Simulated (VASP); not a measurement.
# Al2O3 (P-6m2) in VASP: a series of runs

Al2O3 is run at these levels: PBEsol; tasks: single point, relaxation of cell and atoms.

Program: VASP 6.6.1. These are calculated values, not measurements. Logs are shortened: lines on timing, memory, paths and dates and some standing lists are left out, and cuts for length are marked.

### Step 1. The cell of the first run

Symmetry: P-6m2, No. 187, hexagonal system. Conventional cell: a = 2.862 Å, b = 2.862 Å, c = 8.779 Å, α = 90.00°, β = 90.00°, γ = 120.00°. Within 2.4 Å of Al (site symmetry 3m) lie 6 O at 1.79 to 2.16 Å. O (site symmetry 3m) has 3 Al at 1.79 Å within 2.4 Å. O (site symmetry -6m2) has 6 Al at 2.16 Å and 12 O at 2.64 to 2.86 Å within 2.9 Å.

### Step 2. Single point, PBEsol

Contents of INCAR:

```
SYSTEM = Al2O3
ALGO = Normal ; EDIFF = 1E-6
ENCUT = 520 ; GGA = PS
ISIF = 2 ; ISMEAR = 0
LASPH = .TRUE. ; LCHARG = .FALSE.
LREAL = .FALSE. ; LWAVE = .FALSE.
NBANDS = 20 ; NELM = 80
PREC = Accurate ; SIGMA = 0.01
```

Contents of KPOINTS:

```
k-points
0
G
  8 8 2
  0 0 0
```

Contents of POSCAR:

```
Al2O3
1.0
    2.8622945794      0.0000000000      0.0000000000
   -1.4311472897      2.4788198189      0.0000000000
    0.0000000000      0.0000000000      8.7785076506
Al O
2 3
Direct
    0.0000000000      0.0000000000      0.1579183730
    0.0000000000      0.0000000000      0.8420816270
    0.3333333333      0.6666666667      0.2352290466
    0.6666666667      0.3333333333      0.0000000000
    0.3333333333      0.6666666667      0.7647709534
```

Potentials or basis: VASP PAW PBE potentials, release 64 (Al, O).

Run with:

```bash
> cat potpaw_PBE.64/Al/POTCAR potpaw_PBE.64/O/POTCAR > POTCAR
> mpirun -np 1 vasp_std > vasp.out
```

OUTCAR:

```text
SYSTEM = Al2O3
   EDIFF = 1E-6
   ENCUT = 520
   GGA = PS
   ISIF = 2
   ISMEAR = 0
   LASPH = .TRUE.
   LREAL = .FALSE.
   NELM = 80
   PREC = Accurate

 ion  position               nearest neighbor table
   1  0.000  0.000  0.158-   3 1.79   3 1.79   3 1.79   4 2.16   4 2.16   4 2.16   2 2.77
   2  0.000  0.000  0.842-   5 1.79   5 1.79   5 1.79   4 2.16   4 2.16   4 2.16   1 2.77
   3  0.333  0.667  0.235-   1 1.79   1 1.79   1 1.79
   4  0.667  0.333  0.000-   1 2.16   2 2.16   1 2.16   2 2.16   1 2.16   2 2.16
   5  0.333  0.667  0.765-   2 1.79   2 1.79   2 1.79

  LATTYP: Found a hexagonal cell.
 ALAT       =     2.8622945794
 C/A-ratio  =     3.0669476558

  Lattice vectors:

 A1 = (   2.8622945794,   0.0000000000,   0.0000000000)
 A2 = (  -1.4311472897,   2.4788198189,   0.0000000000)
 A3 = (   0.0000000000,   0.0000000000,   8.7785076506)

Analysis of symmetry for initial positions (statically):
=====================================================================
 Subroutine PRICEL returns:
 Original cell was already a primitive cell.

 Routine SETGRP: Setting up the symmetry group for a
 hexagonal supercell.

 Subroutine GETGRP returns: Found 12 space group operations
 (whereof 12 operations were pure point group operations)
 out of a pool of 24 trial point group operations.

The static configuration has the point symmetry D_3h.

Analysis of symmetry for dynamics (positions and initial velocities):
=====================================================================
 Subroutine PRICEL returns:
 Original cell was already a primitive cell.

 Routine SETGRP: Setting up the symmetry group for a
 hexagonal supercell.

 Subroutine GETGRP returns: Found 12 space group operations
 (whereof 12 operations were pure point group operations)
 out of a pool of 24 trial point group operations.

The dynamic configuration has the point symmetry D_3h.

 Subroutine INISYM returns: Found 12 space group operations
 (whereof 12 operations are pure point group operations),
 and found     1 'primitive' translations

----------------------------------------------------------------------------------------

                                     Primitive cell

[... 87 lines left out ...]
   LSORBIT =      F    spin-orbit coupling
   LASPH  =      T    aspherical Exc in radial PAW
   ENCUT  =  520.0 eV  38.22 Ry    6.18 a.u.   5.32  5.32 16.32*2*pi/ulx,y,z
   NELM   =     80;   NELMIN=  2; NELMDL= -5     # of ELM steps
   EDIFF  = 0.1E-05   stopping-criterion for ELM
   LREAL  =      F    real-space projection
   EDIFFG = 0.1E-04   stopping-criterion for IOM
   NSW    =      0    number of steps for IOM
   IBRION =     -1    ionic relax: 0-MD 1-quasi-New 2-CG
   NFREE  =      0    steps in history (QN), initial steepest desc. (CG)
   ISIF   =      2    stress and relaxation
   ISYM   =      2    0-nonsym 1-usesym 2-fastsym
   POTIM  = 0.5000    time-step for ionic-motion
   TEBEG  =    0.0;   TEEND  =   0.0 temperature during run
   PSTRESS=    0.0 pullay stress
   NELECT =      24.0000    total number of electrons
   NUPDOWN=      -1.0000    fix difference up-down
   EMIN   =  10.00;   EMAX   =-10.00  energy-range for DOS
   EFERMI =   0.00;   METHOD = LEGACY
   ISMEAR =     0;   SIGMA  =   0.01  broadening in eV -4-tet -1-fermi 0-gaus
   EFERMI_NEDOS =   21; number of points for ismear=-14 and -15
   IALGO  =     38    algorithm
   IMIX   =      4    mixing-type and parameters
     AMIX     =   0.40;   BMIX     =  1.00
     AMIX_MAG =   1.60;   BMIX_MAG =  1.00
  volume/ion in A,a.u.               =      12.46        84.06
  Fermi-wavevector in a.u.,A,eV,Ry     =   1.191293  2.251217 19.309102  1.419179
  Thomas-Fermi vector in A             =   2.327358
   LORBIT       =      0    0 simple, 1 ext, 2 COOP (PROOUT), +10 PAW based schemes
   GGA     = PS    functional components
   LHFCALC =     F    Hartree Fock is set to
   AEXX    =    0.0000 exact exchange contribution
   IVDW    =     0    specifies the selected vdW correction
   LEPSILON=     F    determine dielectric tensor
   LRPA    =     F    only Hartree local field effects (RPA)
 non-spin polarized calculation
 Gauss-broadening in eV      SIGMA  =   0.01
  energy-cutoff  :      520.00
  volume of cell :       62.28
 maximum number of plane-waves:      1704
 NGX is ok and might be reduce to    24
   NGX = 11   NGY = 11   NGZ = 33

 number of electron      24.0000001 magnetization

 Free energy of the ion-electron system (eV)
  ---------------------------------------------------
  ext. energy  EPLUGINS =         0.00000000
  ---------------------------------------------------
  free energy    TOTEN  =       -38.14171910 eV

  energy without entropy =      -38.14171910  energy(sigma->0) =      -38.14171910

 E-fermi :   1.5150     XC(G=0):  -9.1024

 val. band max:        1.4646166940   @ k =   0.1250   0.1250   0.0000
 cond. band min:       6.3383970245   @ k =   0.0000   0.0000   0.0000
 fundamental gap:      4.8737803305
 Fermi energy:         1.5150020889

 k-point     1 :       0.0000    0.0000    0.0000
  band No.  band energies     occupation
      1     -17.3706      2.00000
      2     -16.2097      2.00000
      3     -15.0353      2.00000
      4      -3.6669      2.00000
      5      -0.6912      2.00000
      6      -0.0331      2.00000
[... 449 lines left out ...]
     19      14.5635      0.00000
     20      14.7682      0.00000

------------------------ aborting loop because EDIFF is reached ----------------------------------------

  FORCE on cell =-STRESS in cart. coord.  units (eV):
  Direction    XX          YY          ZZ          XY          YZ          ZX
  --------------------------------------------------------------------------------------
  -------------------------------------------------------------------------------------
  Total        0.1524950      0.1524950     -0.0525126     -0.0000000      0.0000000     -0.0000000
  in kB        3.9227100      3.9227100     -1.3508096     -0.0000000      0.0000000     -0.0000000
  external PRESSURE =       2.1648701 kB  Pullay stress =       0.0000000 kB

 VOLUME and BASIS-vectors are now :
 -----------------------------------------------------------------------------
  energy-cutoff  :      520.00
  volume of cell :       62.28
      direct lattice vectors                 reciprocal lattice vectors
     2.862294579  0.000000000  0.000000000     0.349370050  0.201708892  0.000000000
    -1.431147290  2.478819819  0.000000000     0.000000000  0.403417785  0.000000000
     0.000000000  0.000000000  8.778507651     0.000000000  0.000000000  0.113914579

 POSITION                                       TOTAL-FORCE (eV/Angst)
 -----------------------------------------------------------------------------------
      0.00000      0.00000      1.38629        -0.000000      0.000000      0.032235
      0.00000      0.00000      7.39222        -0.000000     -0.000000     -0.032235
     -0.00000      1.65255      2.06496         0.000000     -0.000000     -0.016326
      1.43115      0.82627      0.00000         0.000000     -0.000000      0.000000
     -0.00000      1.65255      6.71355         0.000000     -0.000000      0.016326
 -----------------------------------------------------------------------------------
    total drift:                                0.000000     -0.000000      0.000000

  FREE ENERGIE OF THE ION-ELECTRON SYSTEM (eV)
  ---------------------------------------------------
  free  energy   TOTEN  =       -38.1417190985 eV

  energy  without entropy=      -38.1417190985  energy(sigma->0) =      -38.14171910
```

stdout:

```text
POSCAR found type information on POSCAR AlO
 POSCAR found :  2 types and       5 ions
 scaLAPACK will be used
 -----------------------------------------------------------------------------
|                                                                             |
|                                                                             |
|     You enforced a specific xc type in the INCAR file but a different       |
|     I HOPE YOU KNOW WHAT YOU ARE DOING!                                     |
|                                                                             |
 -----------------------------------------------------------------------------

 LDA part: xc-table for (Slater+PW92), standard interpolation
 POSCAR, INCAR and KPOINTS ok, starting setup
 FFT: planning ... GRIDC
 FFT: planning ... GRID_SOFT
 FFT: planning ... GRID
 WAVECAR not read
 entering main loop
```

It took 33 s on 1 thread of Intel Xeon 8259CL, shared host; peak memory 0.19 GiB.

What came out:

* Free energy: -38.1417 eV
* Pressure: 0.2 GPa
* Largest force: 0.032 eV/Å
* Band gap on the k mesh: 4.87 eV (least direct gap 5.11 eV)

Forces in eV/Å, atoms in the order of the input:
```
Al   0.000  0.000  0.032
Al   0.000  0.000 -0.032
O    0.000  0.000 -0.016
O    0.000  0.000  0.000
O    0.000  0.000  0.016
```

Stress tensor (GPa, compression positive):
```
 0.39  0.00  0.00
 0.00  0.39  0.00
 0.00  0.00 -0.14
```

Caveat: the PAW data sets were made with another functional, which shifts forces and pressure a little. A k mesh can miss the band edges.

### Step 3. Relaxation of cell and atoms, PBEsol

This run uses another cell than the first one, of 13.45 Å³/atom.

Contents of INCAR:

```
SYSTEM = Al2O3
PREC = Accurate
ENCUT = 600
EDIFF = 1E-7
ISMEAR = 0
SIGMA = 0.01
LREAL = .FALSE.
LASPH = .TRUE.
NELM = 100
ALGO = Normal
ISIF = 3
LWAVE = .FALSE.
LCHARG = .FALSE.
GGA = PS
IBRION = 2
NSW = 80
EDIFFG = -0.02
```

Contents of KPOINTS:

```
regular mesh
0
G
  8 8 2
  0 0 0
```

Contents of POSCAR:

```
Al2O3
1.0
    2.8843250000      0.0000000000      0.0000000000
   -1.4421625000      2.4978987228      0.0000000000
    0.0000000000      0.0000000000      9.3367540000
Al O
2 3
Direct
    0.0000000000      0.0000000000      0.1499920000
    0.0000000000      0.0000000000      0.8500080000
    0.3333330000      0.6666670000      0.2223170000
    0.6666670000      0.3333330000      0.0000000000
    0.3333330000      0.6666670000      0.7776830000
```

Potentials or basis: VASP PAW PBE potentials, release 64 (Al, O).

Run with:

```bash
> cat potpaw_PBE.64/Al/POTCAR potpaw_PBE.64/O/POTCAR > POTCAR
> mpirun -np 1 vasp_std > vasp.out
```

It took 2.3 min on 1 thread of Intel Xeon 8259CL, shared host; peak memory 0.21 GiB.

Results (log left out):

- Free energy: -38.1527 eV
- Relaxed volume: 13.19 Å³/atom
- Relaxed cell: a = 2.864 Å, b = 2.864 Å, c = 9.279 Å, α = 90.00°, β = 90.00°, γ = 120.00°
- Space group after relaxing (to 0.1 Å): P-6m2 (No. 187)
- Energy gained by relaxing: 2.7 meV/atom
- Ionic steps: 5
- Pressure after relaxing: 0.0 GPa
- Largest force after relaxing: 0.016 eV/Å
- Band gap on the k mesh: 4.90 eV (least direct gap 5.15 eV)

Forces on the atoms (eV/Å):
```
Al   0.000  0.000  0.013
Al   0.000  0.000 -0.013
O    0.000  0.000  0.016
O    0.000  0.000  0.000
O    0.000  0.000 -0.016
```

The path:
```tsv
step	energy change (eV)	largest force (eV/Å)	pressure (GPa)	volume (Å³)
1	0.0000	0.1461	-2.92	67.27
2	-0.0010	0.3400	2.89	64.91
3	-0.0123	0.1654	-0.05	66.05
4	-0.0126	0.1616	-0.02	65.84
5	-0.0133	0.0164	-0.03	65.93
```

Final structure:
```yaml
crystal:
  lattice:
    - [2.86437, 0.00000, 0.00000]
    - [-1.43219, 2.48062, 0.00000]
    - [0.00000, 0.00000, 9.27892]
  atoms:
    - { symbol: Al, position: [0.00000, 0.00000, 0.14932] }
    - { symbol: Al, position: [0.00000, 0.00000, 0.85068] }
    - { symbol: O, position: [0.33333, 0.66667, 0.22215] }
    - { symbol: O, position: [0.66667, 0.33333, 0.00000] }
    - { symbol: O, position: [0.33333, 0.66667, 0.77785] }
```

Levels at points of the mesh, in eV from the valence-band top:
| k point | band 10 | band 11 | band 12 | band 13 | band 14 | band 15 |
| --- | --- | --- | --- | --- | --- | --- |
| (0.00, 0.00, 0.00) | -0.58 | -0.58 | -0.25 | 4.90 | 7.53 | 7.99 |
| (0.50, 0.00, 0.00) | -1.06 | -0.83 | -0.57 | 7.79 | 8.99 | 9.07 |
| (0.00, 0.00, 0.50) | -0.58 | -0.58 | -0.30 | 5.03 | 7.20 | 8.00 |
| (0.50, 0.00, 0.50) | -1.06 | -0.84 | -0.56 | 7.80 | 8.94 | 9.12 |

Caveat: the PAW data sets were made with another functional, which shifts forces and pressure a little. A k mesh can miss the band edges.
